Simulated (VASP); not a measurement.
# Ti24HO48 (a cell with a defect) in VASP: single point with PBEsol

Aim: the single point of Ti24HO48 (a cell with a defect) with PBEsol.

All numbers are computed with VASP 6.6.1; they aren't measurements. Logs are shortened: lines on timing, memory, paths and dates and some standing lists are left out, and cuts for length are marked.

## (1) The cell of the first run

The cell holds a defect, 73 atoms: a = 9.183 Å, b = 9.183 Å, c = 8.817 Å, α = 90.00°, β = 90.00°, γ = 90.00°.

## (2) Single point, PBEsol

Input file INCAR:

```
SYSTEM = Ti24HO48
PREC = Accurate
ENCUT = 520
EDIFF = 1E-6
ISMEAR = -1
SIGMA = 0.05
LREAL = Auto
LASPH = .True.
NELM = 120
ALGO = Normal
ISIF = 2
LWAVE = .False.
LCHARG = .False.
GGA = PS
NBANDS = 330
NELECT = 578.0
ISYM = 0
GGA_COMPAT = .False.
```

Input file KPOINTS:

```
Automatic mesh
0
Gamma
  1 1 1
  0.25 0.25 0.25
```

Input file POSCAR:

```
Ti24HO48
1.0
    9.1828280000      0.0000000000      0.0000000000
    0.0000000000      9.1828280000      0.0000000000
    0.0000000000      0.0000000000      8.8166120000
Ti O H
24 48 1
Direct
    0.9950770000      0.0031690000      0.9980650000
    0.9985550000      0.9974740000      0.3330010000
    0.9988120000      0.9959090000      0.6637260000
    0.9982530000      0.5011550000      0.9981980000
    0.9978010000      0.5042870000      0.3325080000
    0.9968980000      0.5036970000      0.6634840000
    0.4976880000      0.9924730000      0.9984220000
    0.4973050000      0.0062500000      0.3310270000
    0.4962690000      0.0050950000      0.6659330000
    0.5048750000      0.5208740000      0.9993790000
    0.5015430000      0.4979030000      0.3314070000
    0.5013060000      0.4965190000      0.6672450000
    0.2381110000      0.2450930000      0.1725030000
    0.2529790000      0.2597450000      0.4983560000
    0.2371240000      0.2442900000      0.8246520000
    0.2458870000      0.7518600000      0.1670560000
    0.2567470000      0.7490520000      0.4989890000
    0.2453810000      0.7496040000      0.8311150000
    0.7487820000      0.2524220000      0.1648050000
    0.7531540000      0.2497880000      0.4983770000
    0.7480890000      0.2508570000      0.8317520000
    0.7534540000      0.7566900000      0.1677390000
    0.7386810000      0.7510730000      0.4983670000
    0.7520970000      0.7548860000      0.8287760000
    0.1509140000      0.1542410000      0.9991640000
    0.1506920000      0.1532020000      0.3350710000
    0.1506760000      0.1528650000      0.6614270000
    0.1476790000      0.6566240000      0.9987370000
    0.1495140000      0.6552580000      0.3319030000
    0.1493610000      0.6552730000      0.6649440000
    0.6414450000      0.1612790000      0.9986320000
    0.6486240000      0.1565550000      0.3319170000
    0.6486040000      0.1562900000      0.6651650000
    0.6536700000      0.6579350000      0.9987850000
    0.6518820000      0.6537960000      0.3297910000
    0.6517410000      0.6536210000      0.6669070000
    0.3666230000      0.3367470000      0.9984280000
    0.3487330000      0.3464950000      0.3296860000
    0.3482300000      0.3464550000      0.6679440000
    0.3471010000      0.8475680000      0.9985090000
    0.3461010000      0.8497300000      0.3313490000
    0.3459740000      0.8498470000      0.6660130000
    0.8468370000      0.3493070000      0.9984690000
    0.8470270000      0.3499280000      0.3317530000
    0.8471590000      0.3496000000      0.6657180000
    0.8508020000      0.8477560000      0.9979560000
    0.8482660000      0.8475720000      0.3344110000
    0.8483980000      0.8472390000      0.6635460000
    0.1008960000      0.4032200000      0.1630050000
    0.0993900000      0.4050090000      0.4987810000
    0.1008720000      0.4029140000      0.8342340000
    0.0970000000      0.9058730000      0.1653640000
    0.0960270000      0.9037270000      0.4982850000
    0.0971580000      0.9062230000      0.8319660000
    0.5983180000      0.4081630000      0.1641670000
    0.5976960000      0.4050440000      0.4987310000
    0.5985010000      0.4078490000      0.8327910000
    0.6001210000      0.9049540000      0.1656350000
    0.5959090000      0.9030290000      0.4985250000
    0.5995110000      0.9046430000      0.8314460000
    0.3988440000      0.0968380000      0.1642340000
    0.4002720000      0.0993170000      0.4984210000
    0.3985720000      0.0966980000      0.8330460000
    0.3986840000      0.5987790000      0.1649140000
    0.4012760000      0.5991700000      0.4986590000
    0.3986290000      0.5985120000      0.8322670000
    0.8987470000      0.0994330000      0.1651620000
    0.8992450000      0.0981460000      0.4983700000
    0.8990470000      0.0995880000      0.8319880000
    0.9013840000      0.5983260000      0.1652860000
    0.9006230000      0.5976770000      0.4986080000
    0.9015890000      0.5985150000      0.8318220000
    0.4512390000      0.2689430000      0.9978140000
```

Potentials or basis: VASP PAW PBE potentials, release 64 (Ti_sv, O, H).

On the command line:

```console
$ cat potpaw_PBE.64/Ti_sv/POTCAR potpaw_PBE.64/O/POTCAR potpaw_PBE.64/H/POTCAR > POTCAR
$ mpirun -np 1 vasp_std > vasp.out
```

OUTCAR:

```text
SYSTEM = Ti24HO48
   PREC = Accurate
   ENCUT = 520
   EDIFF = 1E-6
   ISMEAR = -1
   LREAL = Auto
   LASPH = .True.
   NELM = 120
   ISIF = 2
   GGA = PS
   NELECT = 578.0
   ISYM = 0

 ion  position               nearest neighbor table
   1  0.995  0.003  0.998-  69 1.92  67 1.93  46 1.95  54 1.95  52 1.96  25 1.99
   2  0.999  0.997  0.333-  53 1.91  52 1.93  47 1.95  68 1.95  67 1.98  26 2.00   3 2.92
   3  0.999  0.996  0.664-  53 1.91  54 1.92  48 1.94  68 1.96  69 1.99  27 2.01   2 2.92
   4  0.998  0.501  0.998-  72 1.93  70 1.94  51 1.95  49 1.95  43 1.97  28 1.98
   5  0.998  0.504  0.333-  71 1.92  70 1.92  50 1.96  29 1.97  44 1.98  49 2.00   6 2.92
   6  0.997  0.504  0.663-  71 1.91  72 1.93  50 1.95  45 1.97  30 1.97  51 2.01   5 2.92
   7  0.498  0.992  0.998-  40 1.92  60 1.92  58 1.92  63 1.97  61 1.97  31 2.04
   8  0.497  0.006  0.331-  61 1.92  62 1.92  32 1.96  58 1.97  59 1.97  41 2.00
   9  0.496  0.005  0.666-  63 1.92  62 1.93  60 1.97  33 1.97  59 1.97  42 1.98
  10  0.505  0.521  0.999-  34 1.86  64 1.90  66 1.91  55 1.98  57 1.99  37 2.11
  11  0.502  0.498  0.331-  55 1.91  56 1.92  65 1.97  38 1.98  64 1.98  35 1.99
  12  0.501  0.497  0.667-  57 1.89  56 1.92  39 1.97  66 1.97  65 1.99  36 2.00
  13  0.238  0.245  0.173-  26 1.85  25 1.92  49 1.92  38 1.95  61 2.01  37 2.11  14 2.88
  14  0.253  0.260  0.498-  38 1.90  39 1.91  50 1.94  26 1.98  27 1.98  62 2.00  13 2.88  15 2.88

  15  0.237  0.244  0.825-  27 1.85  25 1.92  51 1.92  39 1.96  63 2.01  37 2.12  14 2.88
  16  0.246  0.752  0.167-  29 1.92  41 1.94  28 1.94  40 1.96  52 1.97  64 1.99
  17  0.257  0.749  0.499-  65 1.91  42 1.92  41 1.93  30 1.96  29 1.97  53 2.05
  18  0.245  0.750  0.831-  30 1.92  28 1.93  42 1.95  40 1.96  66 1.98  54 1.98
  19  0.749  0.252  0.165-  43 1.94  44 1.94  32 1.95  31 1.95  67 1.97  55 1.99
  20  0.753  0.250  0.498-  68 1.93  44 1.94  45 1.94  32 1.95  33 1.95  56 2.02
  21  0.748  0.251  0.832-  33 1.94  45 1.95  43 1.95  31 1.95  69 1.96  57 1.99
  22  0.753  0.757  0.168-  47 1.90  46 1.93  35 1.95  58 1.96  34 1.97  70 1.99  23 2.92
  23  0.739  0.751  0.498-  35 1.91  36 1.91  59 1.91  47 1.97  48 1.98  71 2.05  24 2.92  22 2.92

  24  0.752  0.755  0.829-  48 1.90  36 1.94  46 1.94  60 1.96  34 1.96  72 1.99  23 2.92
  25  0.151  0.154  0.999-  13 1.92  15 1.92   1 1.99
  26  0.151  0.153  0.335-  13 1.85  14 1.98   2 2.00
  27  0.151  0.153  0.661-  15 1.85  14 1.98   3 2.01
  28  0.148  0.657  0.999-  18 1.93  16 1.94   4 1.98
  29  0.150  0.655  0.332-  16 1.92   5 1.97  17 1.97
  30  0.149  0.655  0.665-  18 1.92  17 1.96   6 1.97
  31  0.641  0.161  0.999-  21 1.95  19 1.95   7 2.04
  32  0.649  0.157  0.332-  19 1.95  20 1.95   8 1.96
  33  0.649  0.156  0.665-  21 1.94  20 1.95   9 1.97
  34  0.654  0.658  0.999-  10 1.86  24 1.96  22 1.97
  35  0.652  0.654  0.330-  23 1.91  22 1.95  11 1.99
  36  0.652  0.654  0.667-  23 1.91  24 1.94  12 2.00
  37  0.367  0.337  0.998-  73 1.00  13 2.11  10 2.11  15 2.12
  38  0.349  0.346  0.330-  14 1.90  13 1.95  11 1.98
  39  0.348  0.346  0.668-  14 1.91  15 1.96  12 1.97
  40  0.347  0.848  0.999-   7 1.92  16 1.96  18 1.96
  41  0.346  0.850  0.331-  17 1.93  16 1.94   8 2.00
  42  0.346  0.850  0.666-  17 1.92  18 1.95   9 1.98
  43  0.847  0.349  0.998-  19 1.94  21 1.95   4 1.97
[... 27 lines left out ...]
  71  0.901  0.598  0.499-   6 1.91   5 1.92  23 2.05
  72  0.902  0.599  0.832-   6 1.93   4 1.93  24 1.99
  73  0.451  0.269  0.998-  37 1.00

IMPORTANT INFORMATION: All symmetrisations will be switched off!
NOSYMM: (Re-)initialisation of all symmetry stuff for point group C_1.

----------------------------------------------------------------------------------------

                                     Primitive cell

  volume of cell :     743.4549

  direct lattice vectors                    reciprocal lattice vectors
     9.182828000  0.000000000  0.000000000     0.108898914  0.000000000  0.000000000
     0.000000000  9.182828000  0.000000000     0.000000000  0.108898914  0.000000000
     0.000000000  0.000000000  8.816612000     0.000000000  0.000000000  0.113422253

  length of vectors
     9.182828000  9.182828000  8.816612000     0.108898914  0.108898914  0.113422253

  position of ions in fractional coordinates (direct lattice)
     0.995077000  0.003169000  0.998065000
     0.998555000  0.997474000  0.333001000
     0.998812000  0.995909000  0.663726000
     0.998253000  0.501155000  0.998198000
[... 173 lines left out ...]
            Coordinates               Weight
  0.250000  0.250000  0.250000      2.000000
 -0.250000  0.250000  0.250000      2.000000
 -0.250000 -0.250000  0.250000      2.000000
  0.250000 -0.250000  0.250000      2.000000
   k-points           NKPTS =      4   k-points in BZ     NKDIM =      4   number of bands    NBANDS=    330
   number of dos      NEDOS =    301   number of ions     NIONS =     73
   total plane-waves  NPLWV = 343000
   dimension x,y,z NGX =    70 NGY =   70 NGZ =   70
   dimension x,y,z NGXF=   140 NGYF=  140 NGZF=  140
   ions per type =              24  48   1
   NGX,Y,Z   is equivalent  to a cutoff of  12.67, 12.67, 13.20 a.u.
   NGXF,Y,Z  is equivalent  to a cutoff of  25.35, 25.35, 26.40 a.u.
 SYSTEM =  Ti24HO48
   PREC   = accura    normal or accurate (medium, high low for compatibility)
   ISTART =      0    job   : 0-new  1-cont  2-samecut
   ICHARG =      2    charge: 1-file 2-atom 10-const
   ISPIN  =      1    spin polarized calculation?
   LNONCOLLINEAR =      F non collinear calculations
   LSORBIT =      F    spin-orbit coupling
   LASPH  =      T    aspherical Exc in radial PAW
   ENCUT  =  520.0 eV  38.22 Ry    6.18 a.u.  17.07 17.07 16.39*2*pi/ulx,y,z
   NELM   =    120;   NELMIN=  2; NELMDL= -5     # of ELM steps
   EDIFF  = 0.1E-05   stopping-criterion for ELM
   LREAL  =      T    real-space projection
   EDIFFG = 0.1E-04   stopping-criterion for IOM
   NSW    =      0    number of steps for IOM
   IBRION =     -1    ionic relax: 0-MD 1-quasi-New 2-CG
   NFREE  =      0    steps in history (QN), initial steepest desc. (CG)
   ISIF   =      2    stress and relaxation
   ISYM   =      0    0-nonsym 1-usesym 2-fastsym
   POTIM  = 0.5000    time-step for ionic-motion
   TEBEG  =    0.0;   TEEND  =   0.0 temperature during run
   PSTRESS=    0.0 pullay stress
   NELECT =     578.0000    total number of electrons
   NUPDOWN=      -1.0000    fix difference up-down
   EMIN   =  10.00;   EMAX   =-10.00  energy-range for DOS
   EFERMI =   0.00;   METHOD = LEGACY
   ISMEAR =    -1;   SIGMA  =   0.05  broadening in eV -4-tet -1-fermi 0-gaus
   EFERMI_NEDOS =   21; number of points for ismear=-14 and -15
   IALGO  =     38    algorithm
   IMIX   =      4    mixing-type and parameters
     AMIX     =   0.40;   BMIX     =  1.00
     AMIX_MAG =   1.60;   BMIX_MAG =  1.00
  volume/ion in A,a.u.               =      10.18        68.73
  Fermi-wavevector in a.u.,A,eV,Ry     =   1.505333  2.844667 30.831173  2.266027
  Thomas-Fermi vector in A             =   2.616195
   LORBIT       =      0    0 simple, 1 ext, 2 COOP (PROOUT), +10 PAW based schemes
   GGA     = PS    functional components
   LHFCALC =     F    Hartree Fock is set to
   AEXX    =    0.0000 exact exchange contribution
   IVDW    =     0    specifies the selected vdW correction
   LEPSILON=     F    determine dielectric tensor
   LRPA    =     F    only Hartree local field effects (RPA)
 non-spin polarized calculation
  energy-cutoff  :      520.00
  volume of cell :      743.45
 maximum number of plane-waves:     20027
 NGX is ok and might be reduce to    70
   NGX = 35   NGY = 35   NGZ = 33

 number of electron     578.0000025 magnetization

 Free energy of the ion-electron system (eV)
  ---------------------------------------------------
  ext. energy  EPLUGINS =         0.00000000
  ---------------------------------------------------
  free energy    TOTEN  =      -669.57638278 eV

  energy without entropy =     -669.35979039  energy(sigma->0) =     -669.46808658

 E-fermi :   6.9132     XC(G=0): -11.7719

 val. band max:        6.9103684442   @ k =  -0.2500  -0.2500   0.2500
 cond. band min:       6.9356542774   @ k =   0.2500  -0.2500   0.2500
 fundamental gap:      0.0252858333
 Fermi energy:         6.9132165964

 k-point     1 :       0.2500    0.2500    0.2500
  band No.  band energies     occupation
      1     -51.6120      2.00000
      2     -51.6055      2.00000
      3     -51.6019      2.00000
      4     -51.5984      2.00000
      5     -51.5959      2.00000
      6     -51.5919      2.00000
[... 1205 lines left out ...]
    300       7.3491      0.00033
    301       7.3649      0.00024
 [bands above 301 left out]

------------------------ aborting loop because EDIFF is reached ----------------------------------------

  FORCE on cell =-STRESS in cart. coord.  units (eV):
  Direction    XX          YY          ZZ          XY          YZ          ZX
  --------------------------------------------------------------------------------------
  -------------------------------------------------------------------------------------
  Total       19.1771618     24.1739343     21.5445110      3.9274129     -0.0482429     -0.0502340
  in kB       41.3276096     52.0958695     46.4293492      8.4637439     -0.1039656     -0.1082565
  external PRESSURE =      46.6176094 kB  Pullay stress =       0.0000000 kB

 VOLUME and BASIS-vectors are now :
 -----------------------------------------------------------------------------
  energy-cutoff  :      520.00
  volume of cell :      743.45
      direct lattice vectors                 reciprocal lattice vectors
     9.182828000  0.000000000  0.000000000     0.108898914  0.000000000  0.000000000
     0.000000000  9.182828000  0.000000000     0.000000000  0.108898914  0.000000000
     0.000000000  0.000000000  8.816612000     0.000000000  0.000000000  0.113422253

 POSITION                                       TOTAL-FORCE (eV/Angst)
 -----------------------------------------------------------------------------------
      9.13762      0.02910      8.79955         0.050144     -0.000486      0.031060
      9.16956      9.15963      2.93594         0.008366     -0.014788     -0.006373
      9.17192      9.14526      5.85181         0.003685      0.012244     -0.015382
      9.16679      4.60202      8.80072        -0.014968      0.000169     -0.004107
      9.16263      4.63078      2.93159        -0.013178     -0.001255      0.016799
      9.15434      4.62536      5.84968        -0.010212     -0.015798      0.032113
[... 65 lines left out ...]
      8.27914      5.49606      7.33385        -0.044733      0.032039      0.005614
      4.14365      2.46966      8.79734         0.094611     -0.071095      0.003034
 -----------------------------------------------------------------------------------
    total drift:                               -0.011273     -0.007160     -0.057079

  FREE ENERGIE OF THE ION-ELECTRON SYSTEM (eV)
  ---------------------------------------------------
  free  energy   TOTEN  =      -669.5763827769 eV

  energy  without entropy=     -669.3597903925  energy(sigma->0) =     -669.46808658
```

Run time: 44 min. Hardware: 1 thread of Intel Xeon Platinum 8375C at 2.90GHz (Ice Lake), shared host; peak memory 1.1 GiB.

What came out:

```
Free energy   : -669.5764 eV
Largest force : 0.165 eV/Å
```

Forces in eV/Å, atoms in the order of the input:
```
Ti   0.050  0.000  0.031
Ti   0.008 -0.015 -0.006
Ti   0.004  0.012 -0.015
Ti  -0.015  0.000 -0.004
Ti  -0.013 -0.001  0.017
Ti  -0.010 -0.016  0.032
Ti  -0.040  0.009  0.001
Ti  -0.023 -0.006 -0.006
Ti  -0.002  0.009  0.004
Ti   0.018 -0.003  0.004
Ti   0.030  0.027 -0.048
Ti   0.017  0.021 -0.009
Ti   0.052 -0.013  0.006
Ti   0.000 -0.076  0.034
Ti   0.054 -0.009 -0.023
Ti  -0.080  0.076 -0.035
Ti  -0.097  0.077 -0.011
Ti  -0.065  0.118  0.014
Ti  -0.031  0.050  0.001
Ti  -0.051  0.041  0.004
Ti  -0.027  0.063 -0.001
Ti   0.068 -0.105  0.032
Ti   0.107 -0.023 -0.020
Ti   0.084 -0.060 -0.010
O   -0.080  0.001 -0.028
O   -0.110 -0.048  0.011
O   -0.115 -0.044  0.018
O    0.009 -0.106 -0.001
O    0.006 -0.084  0.035
O    0.009 -0.083 -0.006
O   -0.012 -0.084  0.003
O   -0.007 -0.087  0.003
O   -0.017 -0.094 -0.009
O   -0.075 -0.010  0.007
O   -0.125 -0.045  0.010
O   -0.148 -0.071  0.006
O   -0.056  0.045 -0.005
O    0.041  0.131 -0.011
O    0.050  0.114 -0.015
O    0.066 -0.013 -0.005
O    0.106  0.031  0.014
O    0.081 -0.002 -0.010
O    0.072  0.006  0.000
O    0.088  0.001 -0.013
O    0.076  0.008 -0.006
O   -0.001  0.112  0.028
O    0.017  0.091 -0.045
O   -0.005  0.099 -0.003
O    0.031 -0.008  0.033
O   -0.007 -0.023 -0.023
O    0.015  0.004 -0.027
O    0.015 -0.029 -0.015
O    0.065 -0.027  0.011
O    0.044 -0.066  0.004
O    0.037 -0.031 -0.026
O    0.003 -0.047  0.000
O    0.030 -0.017  0.062
O    0.001 -0.004  0.021
O    0.011  0.023  0.006
O    0.026 -0.011 -0.030
O   -0.039  0.036 -0.022
O   -0.001  0.039  0.010
O   -0.029  0.041  0.016
O   -0.014  0.011  0.019
O    0.000 -0.040  0.002
O   -0.008  0.014 -0.009
O   -0.040  0.008  0.014
O    0.014  0.028  0.028
O   -0.039 -0.004 -0.028
O   -0.035  0.063 -0.010
O   -0.037  0.035 -0.013
O   -0.045  0.032  0.006
H    0.095 -0.071  0.003
```

Caveat: the cell carries a net charge on a neutralising background, which shifts energy and pressure; the cell is charged against a uniform background, so pressure and absolute levels hang on convention; the PAW data sets were made with another functional, which shifts forces and pressure a little.
